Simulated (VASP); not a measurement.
# Sb3Au (Im-3m) in VASP: notebook

Sb3Au is run at these levels: LDA; tasks: electric field gradients.

Program: VASP 6.6.1. These are calculated values, not measurements. Logs are shortened: lines on timing, memory, paths and dates and some standing lists are left out, and cuts for length are marked.

## (1) The cell of the first run

Symmetry: Im-3m, No. 229, cubic system. The conventional cell has a = 5.998 Å, b = 5.998 Å, c = 5.998 Å, α = 90.00°, β = 90.00°, γ = 90.00°. Sb (site symmetry 4/mmm) has 4 Sb at 3.00 Å and 2 Au at 3.00 Å within 3.9 Å. Within 3.9 Å of Au (site symmetry m-3m) lie 6 Sb at 3.00 Å.

## (2) Electric field gradients, LDA (26.97 Å³/atom)

INCAR

```
ALGO = Normal ; EDIFF = 1E-8
ENCUT = 520 ; GGA = CA
ISIF = 2 ; ISMEAR = -1
LASPH = True ; LCHARG = False
LEFG = True ; LREAL = False
LWAVE = False ; NBANDS = 21
NELM = 60 ; PREC = Accurate
SIGMA = 0.05
```

KPOINTS

```
k-points
0
Gamma
  10 10 10
```

POSCAR

```
Sb3Au
1.0
   -2.9989138824      2.9989138824      2.9989138824
    2.9989138824     -2.9989138824      2.9989138824
    2.9989138824      2.9989138824     -2.9989138824
Sb Au
3 1
Direct
    0.0000000000      0.5000000000      0.5000000000
    0.5000000000      0.0000000000      0.5000000000
    0.5000000000      0.5000000000      0.0000000000
    0.0000000000      0.0000000000      0.0000000000
```

Potentials or basis: VASP PAW LDA potentials, release 64 (Sb, Au).

On the command line:

```bash
cat potpaw_LDA.64/Sb/POTCAR potpaw_LDA.64/Au/POTCAR > POTCAR
mpirun -np 1 vasp_std > vasp.out
```

OUTCAR:

```text
EDIFF = 1E-8
   ENCUT = 520
   GGA = CA
   ISIF = 2
   ISMEAR = -1
   LASPH = True
   LREAL = False
   NELM = 60
   PREC = Accurate

 ion  position               nearest neighbor table
   1  0.000  0.500  0.500-   2 3.00   3 3.00   4 3.00   4 3.00   3 3.00   2 3.00
   2  0.500  0.000  0.500-   1 3.00   3 3.00   4 3.00   3 3.00   4 3.00   1 3.00
   3  0.500  0.500  0.000-   1 3.00   2 3.00   4 3.00   2 3.00   1 3.00   4 3.00
   4  0.000  0.000  0.000-   1 3.00   2 3.00   3 3.00   1 3.00   2 3.00   3 3.00

  LATTYP: Found a body centered cubic cell.
 ALAT       =     5.9978277648

  Lattice vectors:

 A1 = (  -2.9989138824,   2.9989138824,   2.9989138824)
 A2 = (   2.9989138824,  -2.9989138824,   2.9989138824)
 A3 = (   2.9989138824,   2.9989138824,  -2.9989138824)

Analysis of symmetry for initial positions (statically):
=====================================================================
 Subroutine PRICEL returns:
 Original cell was already a primitive cell.

 Routine SETGRP: Setting up the symmetry group for a
 body centered cubic supercell.

 Subroutine GETGRP returns: Found 48 space group operations
 (whereof 48 operations were pure point group operations)
 out of a pool of 48 trial point group operations.

The static configuration has the point symmetry O_h .

Analysis of symmetry for dynamics (positions and initial velocities):
=====================================================================
 Subroutine PRICEL returns:
 Original cell was already a primitive cell.

 Routine SETGRP: Setting up the symmetry group for a
 body centered cubic supercell.

 Subroutine GETGRP returns: Found 48 space group operations
 (whereof 48 operations were pure point group operations)
 out of a pool of 48 trial point group operations.

The dynamic configuration has the point symmetry O_h .

 Subroutine INISYM returns: Found 48 space group operations
 (whereof 48 operations are pure point group operations),
 and found     1 'primitive' translations

----------------------------------------------------------------------------------------

                                     Primitive cell

  volume of cell :     107.8827

  direct lattice vectors                    reciprocal lattice vectors
    -2.998913882  2.998913882  2.998913882     0.000000000  0.166727028  0.166727028
     2.998913882 -2.998913882  2.998913882     0.166727028  0.000000000  0.166727028
     2.998913882  2.998913882 -2.998913882     0.166727028  0.166727028  0.000000000

  length of vectors
     5.194271212  5.194271212  5.194271212     0.235787625  0.235787625  0.235787625

  position of ions in fractional coordinates (direct lattice)
     0.000000000  0.500000000  0.500000000
     0.500000000  0.000000000  0.500000000
     0.500000000  0.500000000  0.000000000
     0.000000000  0.000000000  0.000000000

  ion indices of the primitive-cell ions
   primitive index   ion index
                 1           1
                 2           2
                 3           3
                 4           4

----------------------------------------------------------------------------------------

 KPOINTS: k-points

Automatic generation of k-mesh.
 Grid dimensions read from file:
 generate k-points for:   10   10   10

 Generating k-lattice:

  Cartesian coordinates                     Fractional coordinates (reciprocal lattice)
     0.000000000  0.016672703  0.016672703     0.100000000  0.000000000  0.000000000
     0.016672703  0.000000000  0.016672703     0.000000000  0.100000000  0.000000000
     0.016672703  0.016672703  0.000000000     0.000000000  0.000000000  0.100000000

  Length of vectors
[... 38 lines left out ...]
   number of dos      NEDOS =    301   number of ions     NIONS =      4
   total plane-waves  NPLWV =  64000
   dimension x,y,z NGX =    40 NGY =   40 NGZ =   40
   dimension x,y,z NGXF=    80 NGYF=   80 NGZF=   80
   ions per type =               3   1
   NGX,Y,Z   is equivalent  to a cutoff of  12.80, 12.80, 12.80 a.u.
   NGXF,Y,Z  is equivalent  to a cutoff of  25.60, 25.60, 25.60 a.u.
 SYSTEM =  unknown system
   PREC   = accura    normal or accurate (medium, high low for compatibility)
   ISTART =      0    job   : 0-new  1-cont  2-samecut
   ICHARG =      2    charge: 1-file 2-atom 10-const
   ISPIN  =      1    spin polarized calculation?
   LNONCOLLINEAR =      F non collinear calculations
   LSORBIT =      F    spin-orbit coupling
   LASPH  =      T    aspherical Exc in radial PAW
   ENCUT  =  520.0 eV  38.22 Ry    6.18 a.u.   9.66  9.66  9.66*2*pi/ulx,y,z
   NELM   =     60;   NELMIN=  2; NELMDL= -5     # of ELM steps
   EDIFF  = 0.1E-07   stopping-criterion for ELM
   LREAL  =      F    real-space projection
   EDIFFG = 0.1E-06   stopping-criterion for IOM
   NSW    =      0    number of steps for IOM
   IBRION =     -1    ionic relax: 0-MD 1-quasi-New 2-CG
   NFREE  =      0    steps in history (QN), initial steepest desc. (CG)
   ISIF   =      2    stress and relaxation
   ISYM   =      2    0-nonsym 1-usesym 2-fastsym
   POTIM  = 0.5000    time-step for ionic-motion
   TEBEG  =    0.0;   TEEND  =   0.0 temperature during run
   PSTRESS=    0.0 pullay stress
   NELECT =      26.0000    total number of electrons
   NUPDOWN=      -1.0000    fix difference up-down
   EMIN   =  10.00;   EMAX   =-10.00  energy-range for DOS
   EFERMI =   0.00;   METHOD = LEGACY
   ISMEAR =    -1;   SIGMA  =   0.05  broadening in eV -4-tet -1-fermi 0-gaus
   EFERMI_NEDOS =   21; number of points for ismear=-14 and -15
   IALGO  =     38    algorithm
   IMIX   =      4    mixing-type and parameters
     AMIX     =   0.40;   BMIX     =  1.00
     AMIX_MAG =   1.60;   BMIX_MAG =  1.00
  volume/ion in A,a.u.               =      26.97       182.01
  Fermi-wavevector in a.u.,A,eV,Ry     =   1.018784  1.925222 14.121760  1.037920
  Thomas-Fermi vector in A             =   2.152261
   LORBIT       =      0    0 simple, 1 ext, 2 COOP (PROOUT), +10 PAW based schemes
   GGA     = CA    functional components
   LHFCALC =     F    Hartree Fock is set to
   AEXX    =    0.0000 exact exchange contribution
   IVDW    =     0    specifies the selected vdW correction
   LEPSILON=     F    determine dielectric tensor
   LRPA    =     F    only Hartree local field effects (RPA)
 non-spin polarized calculation
  energy-cutoff  :      520.00
  volume of cell :      107.88
 maximum number of plane-waves:      2925
   NGX = 19   NGY = 19   NGZ = 19

 number of electron      25.9999996 magnetization

 Free energy of the ion-electron system (eV)
  ---------------------------------------------------
  ext. energy  EPLUGINS =         0.00000000
  ---------------------------------------------------
  free energy    TOTEN  =       -18.60281771 eV

  energy without entropy =      -18.58550819  energy(sigma->0) =      -18.59416295

 E-fermi :   7.0572     XC(G=0): -10.2809

 val. band max:        7.0547312583   @ k =   0.4000   0.1000  -0.0000
 cond. band min:       7.0651213887   @ k =   0.4000   0.1000   0.1000
 fundamental gap:      0.0103901305
 Fermi energy:         7.0572483742

 k-point     1 :       0.0000    0.0000    0.0000
  band No.  band energies     occupation
      1      -5.0978      2.00000
      2      -0.3970      2.00000
      3      -0.3970      2.00000
      4       3.0612      2.00000
      5       3.0612      2.00000
      6       3.0612      2.00000
[... 565 lines left out ...]
     20      13.2770      0.00000
     21      13.5046      0.00000

 [... further k-points ...]

------------------------ aborting loop because EDIFF is reached ----------------------------------------

  FORCE on cell =-STRESS in cart. coord.  units (eV):
  Direction    XX          YY          ZZ          XY          YZ          ZX
  --------------------------------------------------------------------------------------
  -------------------------------------------------------------------------------------
  Total       -3.9121385     -3.9121385     -3.9121385     -0.0000000     -0.0000000      0.0000000
  in kB      -58.0995583    -58.0995583    -58.0995583     -0.0000000     -0.0000000      0.0000000
  external PRESSURE =     -58.0995583 kB  Pullay stress =       0.0000000 kB

 VOLUME and BASIS-vectors are now :
 -----------------------------------------------------------------------------
  energy-cutoff  :      520.00
  volume of cell :      107.88
      direct lattice vectors                 reciprocal lattice vectors
    -2.998913882  2.998913882  2.998913882     0.000000000  0.166727028  0.166727028
     2.998913882 -2.998913882  2.998913882     0.166727028  0.000000000  0.166727028
     2.998913882  2.998913882 -2.998913882     0.166727028  0.166727028  0.000000000

 POSITION                                       TOTAL-FORCE (eV/Angst)
 -----------------------------------------------------------------------------------
      2.99891      0.00000      0.00000        -0.000000      0.000000     -0.000000
      0.00000      2.99891      0.00000         0.000000     -0.000000      0.000000
      0.00000      0.00000      2.99891        -0.000000     -0.000000     -0.000000
      0.00000      0.00000      0.00000         0.000000     -0.000000     -0.000000
 -----------------------------------------------------------------------------------
    total drift:                               -0.000000      0.000000      0.000000

  FREE ENERGIE OF THE ION-ELECTRON SYSTEM (eV)
  ---------------------------------------------------
  free  energy   TOTEN  =       -18.6028177142 eV

  energy  without entropy=      -18.5855081908  energy(sigma->0) =      -18.59416295

 Electric field gradients (V/A^2)
---------------------------------------------------------------------
 ion       V_xx      V_yy      V_zz      V_xy      V_xz      V_yz
---------------------------------------------------------------------
   1      -2.960     1.480     1.480     0.000     0.000     0.000
   2       1.480    -2.960     1.480     0.000     0.000     0.000
   3       1.480     1.480    -2.960     0.000     0.000     0.000
   4       0.000    -0.000    -0.000    -0.001    -0.001    -0.001
---------------------------------------------------------------------

 Electric field gradients after diagonalization (V/A^2)
 (convention: |V_zz| > |V_xx| > |V_yy|)
----------------------------------------------------------------------
 ion       V_xx      V_yy      V_zz     asymmetry (V_yy - V_xx)/ V_zz
----------------------------------------------------------------------
   1       1.480     1.480    -2.960       0.000
   2       1.480     1.480    -2.960       0.000
   3       1.480     1.480    -2.960       0.000
   4       0.001     0.001    -0.001       0.000
----------------------------------------------------------------------

           NMR quadrupolar parameters

 Cq : quadrupolar parameter    Cq=e*Q*V_zz/h
 eta: asymmetry parameters     (V_yy - V_xx)/ V_zz
 Q  : nuclear electric quadrupole moment in mb (millibarn)
----------------------------------------------------------------------
 ion       Cq(MHz)       eta       Q (mb)
----------------------------------------------------------------------
   1      -0.007       0.000       1.000
   2      -0.007       0.000       1.000
   3      -0.007       0.000       1.000
   4      -0.000       0.000       1.000
----------------------------------------------------------------------
```

Run time: 49 s. Hardware: 1 thread of Intel Xeon 6975P-C (Granite Rapids), shared host; peak memory 0.26 GiB.

What came out:

```
Free energy                             : -18.6028 eV
Pressure                                : -5.8 GPa
Band gap on the k mesh                  : zero (bands 13 and 14 overlap by 2.91 eV)
Largest electric field gradient by atom : Sb -3.0; Au +0.0 V/Å²
```

Electric field gradients, principal values (V/Å²):
```tsv
atom	least	middle	greatest (by size)
1 Sb	1.480	1.480	-2.960
2 Sb	1.480	1.480	-2.960
3 Sb	1.480	1.480	-2.960
4 Au	-0.001	0.001	0.001
```

Caveat: the cell stands under tension; without QUAD_EFG the Cq values of the log hold for a quadrupole moment of 1 mb, not for the nuclei; spin-orbit coupling is left out, which moves the levels of the heavy elements.

(Continued in part 2 of 2.)
